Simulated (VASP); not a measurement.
# AlN (wurtzite to rock salt path) (Cmc2_1) in VASP: notebook

AlN (wurtzite to rock salt path) is run at these levels: PBEsol; tasks: single point, relaxation of volume and atoms at fixed shape.

All numbers are computed with VASP 6.6.1; they aren't measurements. Logs are shortened: lines on timing, memory, paths and dates and some standing lists are left out, and cuts for length are marked.

## 1. The cell of the first run

The structure is orthorhombic, space group Cmc2_1 (No. 36). The conventional cell has a = 3.283 Å, b = 5.253 Å, c = 4.268 Å, α = 90.00°, β = 90.00°, γ = 90.00°. Within 2.4 Å of Al (site symmetry m) lie 5 N at 1.83 to 2.34 Å. N (site symmetry m) has 5 Al at 1.83 to 2.34 Å within 2.4 Å.

## 2. Single point, PBEsol

File INCAR:

```
SYSTEM = AlN
ALGO = Normal ; EDIFF = 1E-6
ENCUT = 520 ; GGA = PS
ISIF = 2 ; ISMEAR = 0
LASPH = .TRUE. ; LCHARG = .TRUE.
LELF = .TRUE. ; LREAL = .FALSE.
LVHAR = .TRUE. ; LWAVE = .FALSE.
NBANDS = 16 ; NELM = 100
PREC = Accurate ; SIGMA = 0.01
```

File KPOINTS:

```
k-points
0
G
  9 9 7
  0 0 0
```

File POSCAR:

```
AlN
1.0
    1.6415957976     -2.6265532762      0.0000000000
    1.6415957976      2.6265532762      0.0000000000
    0.0000000000      0.0000000000      4.2681490738
Al N
2 2
Direct
   -0.0094995974      0.0094995974      0.0085507968
    0.6473138051      0.3526861949      0.5085507968
   -0.0055313182      0.0055313182      0.4614492032
    0.6433455259      0.3566544741      0.9614492032
```

Potentials or basis: VASP PAW PBE potentials, release 64 (Al, N).

Run with:

```
$ cat potpaw_PBE.64/Al/POTCAR potpaw_PBE.64/N/POTCAR > POTCAR
$ mpirun -np 1 vasp_std > vasp.out
```

OUTCAR:

```text
SYSTEM = AlN
   EDIFF = 1E-6
   ENCUT = 520
   GGA = PS
   ISIF = 2
   ISMEAR = 0
   LASPH = .TRUE.
   LREAL = .FALSE.
   NELM = 100
   PREC = Accurate

 ion  position               nearest neighbor table
   1  0.991  0.009  0.009-   4 1.83   4 1.84   4 1.84   3 1.93   3 2.34   2 2.79   2 2.79   2 2.82
                             2 2.82   2 2.82   2 2.82
   2  0.647  0.353  0.509-   3 1.83   3 1.84   3 1.84   4 1.93   4 2.34   1 2.79   1 2.79   1 2.82
                             1 2.82   1 2.82   1 2.82
   3  0.994  0.006  0.461-   2 1.83   2 1.84   2 1.84   1 1.93   1 2.34
   4  0.643  0.357  0.961-   1 1.83   1 1.84   1 1.84   2 1.93   2 2.34

  LATTYP: Found a base centered orthorhombic cell.
 ALAT       =     3.2831915952
 B/A-ratio  =     1.6000000000
 C/A-ratio  =     1.3000000000

  Lattice vectors:

 A1 = (   1.6415957976,  -2.6265532762,   0.0000000000)
 A2 = (   1.6415957976,   2.6265532762,   0.0000000000)
 A3 = (   0.0000000000,   0.0000000000,   4.2681490738)

Analysis of symmetry for initial positions (statically):
=====================================================================
 Subroutine PRICEL returns:
 Original cell was already a primitive cell.

 Routine SETGRP: Setting up the symmetry group for a
 base centered orthorhombic supercell.

 Subroutine GETGRP returns: Found  4 space group operations
 (whereof  2 operations were pure point group operations)
 out of a pool of  8 trial point group operations.

The static configuration has the point symmetry C_1h.
 The point group associated with its full space group is C_2v.

Analysis of symmetry for dynamics (positions and initial velocities):
=====================================================================
 Subroutine PRICEL returns:
 Original cell was already a primitive cell.

 Routine SETGRP: Setting up the symmetry group for a
 base centered orthorhombic supercell.

 Subroutine GETGRP returns: Found  4 space group operations
 (whereof  2 operations were pure point group operations)
 out of a pool of  8 trial point group operations.

The dynamic configuration has the point symmetry C_1h.
 The point group associated with its full space group is C_2v.

 Subroutine INISYM returns: Found  4 space group operations
 (whereof  2 operations are pure point group operations),
 and found     1 'primitive' translations

----------------------------------------------------------------------------------------

                                     Primitive cell

  volume of cell :      36.8063

  direct lattice vectors                    reciprocal lattice vectors
     1.641595798 -2.626553276  0.000000000     0.304581676 -0.190363548  0.000000000
     1.641595798  2.626553276  0.000000000     0.304581676  0.190363548  0.000000000
     0.000000000  0.000000000  4.268149074     0.000000000  0.000000000  0.234293597

  length of vectors
     3.097356756  3.097356756  4.268149074     0.359177224  0.359177224  0.234293597

  position of ions in fractional coordinates (direct lattice)
     0.990500403  0.009499597  0.008550797
     0.647313805  0.352686195  0.508550797
     0.994468682  0.005531318  0.461449203
     0.643345526  0.356654474  0.961449203

  ion indices of the primitive-cell ions
   primitive index   ion index
                 1           1
                 2           2
                 3           3
                 4           4

----------------------------------------------------------------------------------------

 KPOINTS: k-points

Automatic generation of k-mesh.
 Grid dimensions read from file:
 generate k-points for:    9    9    7

 Generating k-lattice:

  Cartesian coordinates                     Fractional coordinates (reciprocal lattice)
     0.033842408 -0.021151505  0.000000000     0.111111111  0.000000000  0.000000000
     0.033842408  0.021151505  0.000000000     0.000000000  0.111111111  0.000000000
     0.000000000  0.000000000  0.033470514     0.000000000  0.000000000  0.142857143

  Length of vectors
     0.039908580  0.039908580  0.033470514

  Shift w.r.t. Gamma in fractional coordinates (k-lattice)
     0.000000000  0.000000000  0.000000000

 Subroutine IBZKPT returns following result:
 ===========================================

 Found    100 irreducible k-points:

 Following reciprocal coordinates:
            Coordinates               Weight
  0.000000  0.000000  0.000000      1.000000
  0.111111 -0.000000  0.000000      4.000000
  0.222222 -0.000000  0.000000      4.000000
  0.333333 -0.000000  0.000000      4.000000
  0.444444 -0.000000  0.000000      4.000000
  0.111111  0.111111  0.000000      2.000000
[... 16 lines left out ...]
 -0.333333  0.333333  0.000000      2.000000
  0.444444  0.444444  0.000000      2.000000
 [... further k-points ...]
   k-points           NKPTS =    100   k-points in BZ     NKDIM =    100   number of bands    NBANDS=     16
   number of dos      NEDOS =    301   number of ions     NIONS =      4
   total plane-waves  NPLWV =  18432
   dimension x,y,z NGX =    24 NGY =   24 NGZ =   32
   dimension x,y,z NGXF=    48 NGYF=   48 NGZF=   64
   ions per type =               2   2
   NGX,Y,Z   is equivalent  to a cutoff of  12.88, 12.88, 12.46 a.u.
   NGXF,Y,Z  is equivalent  to a cutoff of  25.76, 25.76, 24.93 a.u.
 SYSTEM =  AlN
   PREC   = accura    normal or accurate (medium, high low for compatibility)
   ISTART =      0    job   : 0-new  1-cont  2-samecut
   ICHARG =      2    charge: 1-file 2-atom 10-const
   ISPIN  =      1    spin polarized calculation?
   LNONCOLLINEAR =      F non collinear calculations
   LSORBIT =      F    spin-orbit coupling
   LASPH  =      T    aspherical Exc in radial PAW
   ENCUT  =  520.0 eV  38.22 Ry    6.18 a.u.   5.76  5.76  7.94*2*pi/ulx,y,z
   NELM   =    100;   NELMIN=  2; NELMDL= -5     # of ELM steps
   EDIFF  = 0.1E-05   stopping-criterion for ELM
   LREAL  =      F    real-space projection
   EDIFFG = 0.1E-04   stopping-criterion for IOM
   NSW    =      0    number of steps for IOM
   IBRION =     -1    ionic relax: 0-MD 1-quasi-New 2-CG
   NFREE  =      0    steps in history (QN), initial steepest desc. (CG)
   ISIF   =      2    stress and relaxation
   ISYM   =      2    0-nonsym 1-usesym 2-fastsym
   POTIM  = 0.5000    time-step for ionic-motion
   TEBEG  =    0.0;   TEEND  =   0.0 temperature during run
   PSTRESS=    0.0 pullay stress
   NELECT =      16.0000    total number of electrons
   NUPDOWN=      -1.0000    fix difference up-down
   EMIN   =  10.00;   EMAX   =-10.00  energy-range for DOS
   EFERMI =   0.00;   METHOD = LEGACY
   ISMEAR =     0;   SIGMA  =   0.01  broadening in eV -4-tet -1-fermi 0-gaus
   EFERMI_NEDOS =   21; number of points for ismear=-14 and -15
   IALGO  =     38    algorithm
   IMIX   =      4    mixing-type and parameters
     AMIX     =   0.40;   BMIX     =  1.00
     AMIX_MAG =   1.60;   BMIX_MAG =  1.00
  volume/ion in A,a.u.               =       9.20        62.10
  Fermi-wavevector in a.u.,A,eV,Ry     =   1.240150  2.343543 20.925373  1.537972
  Thomas-Fermi vector in A             =   2.374603
   LORBIT       =      0    0 simple, 1 ext, 2 COOP (PROOUT), +10 PAW based schemes
   GGA     = PS    functional components
   LHFCALC =     F    Hartree Fock is set to
   AEXX    =    0.0000 exact exchange contribution
   IVDW    =     0    specifies the selected vdW correction
   LEPSILON=     F    determine dielectric tensor
   LRPA    =     F    only Hartree local field effects (RPA)
 non-spin polarized calculation
 Gauss-broadening in eV      SIGMA  =   0.01
  energy-cutoff  :      520.00
  volume of cell :       36.81
 maximum number of plane-waves:      1002
   NGX = 11   NGY = 11   NGZ = 15

 number of electron      16.0000002 magnetization

 Free energy of the ion-electron system (eV)
  ---------------------------------------------------
  ext. energy  EPLUGINS =         0.00000000
  ---------------------------------------------------
  free energy    TOTEN  =       -30.68802116 eV

  energy without entropy =      -30.68802116  energy(sigma->0) =      -30.68802116

 E-fermi :   8.8531     XC(G=0): -11.7047

 val. band max:        8.7046184402   @ k =   0.0000   0.0000   0.0000
 cond. band min:      12.4585353678   @ k =  -0.4444   0.4444   0.0000
 fundamental gap:      3.7539169276
 Fermi energy:         8.8530586000

 k-point     1 :       0.0000    0.0000    0.0000
  band No.  band energies     occupation
      1      -8.5926      2.00000
      2      -4.9724      2.00000
      3       1.2524      2.00000
      4       5.1639      2.00000
      5       5.9387      2.00000
      6       6.7539      2.00000
[... 8 lines left out ...]
     15      20.7530      0.00000
     16      21.0638      0.00000

 k-point     2 :       0.1111   -0.0000    0.0000
  band No.  band energies     occupation
      1      -8.4363      2.00000
      2      -4.9379      2.00000
      3       1.4207      2.00000
      4       4.6895      2.00000
      5       5.5837      2.00000
      6       6.3714      2.00000
[... 8 lines left out ...]
     15      20.6551      0.00000
     16      21.1690      0.00000

 k-point     3 :       0.2222   -0.0000    0.0000
  band No.  band energies     occupation
      1      -7.9872      2.00000
      2      -4.8889      2.00000
      3       1.9109      2.00000
      4       3.4930      2.00000
      5       5.0963      2.00000
      6       5.4026      2.00000
[... 8 lines left out ...]
     15      20.3019      0.00000
     16      21.1300      0.00000

 k-point     4 :       0.3333   -0.0000    0.0000
  band No.  band energies     occupation
      1      -7.3183      2.00000
      2      -4.9744      2.00000
      3       2.3297      2.00000
      4       2.7099      2.00000
      5       4.3356      2.00000
      6       4.8259      2.00000
[... 8 lines left out ...]
     15      21.4848      0.00000
     16      21.9118      0.00000
[... 324 lines left out ...]
 k-point    22 :      -0.4444    0.3333    0.0000
  band No.  band energies     occupation
      1      -6.6928      2.00000
      2      -4.9524      2.00000
      3       2.1477      2.00000
      4       3.3121      2.00000
      5       3.5108      2.00000
      6       4.5302      2.00000
[... 8 lines left out ...]
     15      22.2158      0.00000
     16      22.2538      0.00000

 k-point    23 :      -0.3333    0.3333    0.0000
  band No.  band energies     occupation
      1      -7.1731      2.00000
      2      -4.8161      2.00000
      3       2.5833      2.00000
      4       2.8769      2.00000
      5       3.9273      2.00000
      6       4.6093      2.00000
[... 8 lines left out ...]
     15      20.9115      0.00000
     16      22.0750      0.00000

 k-point    24 :       0.4444    0.4444    0.0000
  band No.  band energies     occupation
      1      -6.2027      2.00000
      2      -5.1833      2.00000
      3       1.7185      2.00000
      4       3.4958      2.00000
      5       4.0369      2.00000
      6       4.0821      2.00000
[... 8 lines left out ...]
     15      22.4464      0.00000
     16      22.6745      0.00000

 [... further k-points ...]
[... 5 lines left out ...]
  --------------------------------------------------------------------------------------
  -------------------------------------------------------------------------------------
  Total        3.9191797      6.1610128      3.7312247      0.0000000      0.0000000      0.0000000
  in kB      170.6018513    268.1888216    162.4201728      0.0000000      0.0000000      0.0000000
  external PRESSURE =     200.4036152 kB  Pullay stress =       0.0000000 kB

 VOLUME and BASIS-vectors are now :
 -----------------------------------------------------------------------------
  energy-cutoff  :      520.00
  volume of cell :       36.81
      direct lattice vectors                 reciprocal lattice vectors
     1.641595798 -2.626553276  0.000000000     0.304581676 -0.190363548  0.000000000
     1.641595798  2.626553276  0.000000000     0.304581676  0.190363548  0.000000000
     0.000000000  0.000000000  4.268149074     0.000000000  0.000000000  0.234293597

 POSITION                                       TOTAL-FORCE (eV/Angst)
 -----------------------------------------------------------------------------------
      1.64160     -2.57665      0.03650         0.000000     -0.002490     -0.001599
      1.64160     -0.77386      2.17057         0.000000      0.002490     -0.001599
      1.64160     -2.59750      1.96953         0.000000     -0.003541      0.001599
      1.64160     -0.75301      4.10361         0.000000      0.003541      0.001599
 -----------------------------------------------------------------------------------
    total drift:                               -0.000000      0.000016     -0.000834

  FREE ENERGIE OF THE ION-ELECTRON SYSTEM (eV)
  ---------------------------------------------------
  free  energy   TOTEN  =       -30.6880211556 eV

  energy  without entropy=      -30.6880211556  energy(sigma->0) =      -30.68802116
```

It took 26 s on 1 thread of Intel Xeon Platinum 8259CL at 2.50GHz (Skylake/Cascade Lake), shared host; peak memory 0.18 GiB.

What came out:

- Free energy: -30.6880 eV
- Pressure: 20.0 GPa
- Largest force: 0.004 eV/Å
- Band gap on the k mesh: 3.75 eV, indirect (least direct gap 3.85 eV)

Forces on the atoms (eV/Å):
```
Al   0.000 -0.002 -0.002
Al   0.000  0.002 -0.002
N    0.000 -0.004  0.002
N    0.000  0.004  0.002
```

Caveat: the PAW data sets were made with another functional, which shifts forces and pressure a little. A k mesh can miss the band edges.

(Part 1 of 2 ends here.)
